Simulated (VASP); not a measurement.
LiCl, 8 atoms in the cell. The typed cell holds 8 atoms: a = 4.037 Å, b = 4.040 Å, c = 16.472 Å, α = 95.63°, β = 78.69°, γ = 119.99°. 

| Item | Value |
| --- | --- |
| Program | VASP 6.6.1 |
| Task | single point |
| Functional | PBE |
| Potentials or basis | VASP PAW PBE potentials, release 64 (Li_sv, Cl) |
| Cutoff | 520 eV |
| k mesh | 4 × 4 × 1 |
| Occupations | gaussian, width 0.1 eV |
| Spin | no spin polarisation |
| Dipole correction | no |
| Further INCAR settings | ALGO = Normal; EDIFF = 1e-06; NBANDS = 30 |

Potentials or basis: VASP PAW PBE potentials, release 64 (Li_sv, Cl).

Run with:

```sh
$ cat potpaw_PBE.64/Li_sv/POTCAR potpaw_PBE.64/Cl/POTCAR > POTCAR
$ mpirun -np 1 vasp_std > vasp.out
```

Hardware: 1 thread of Intel(R) Xeon(R) Platinum 8175M CPU @ 2.50GHz (Skylake/Cascade Lake), on a shared host.

Estimate the wall time of this run.

Wall time 100 s on 1 thread of Intel(R) Xeon(R) Platinum 8175M CPU @ 2.50GHz (Skylake/Cascade Lake), with other jobs on the host, peak memory 0.33 GiB. Counts: scf iterations 15, k points 10.
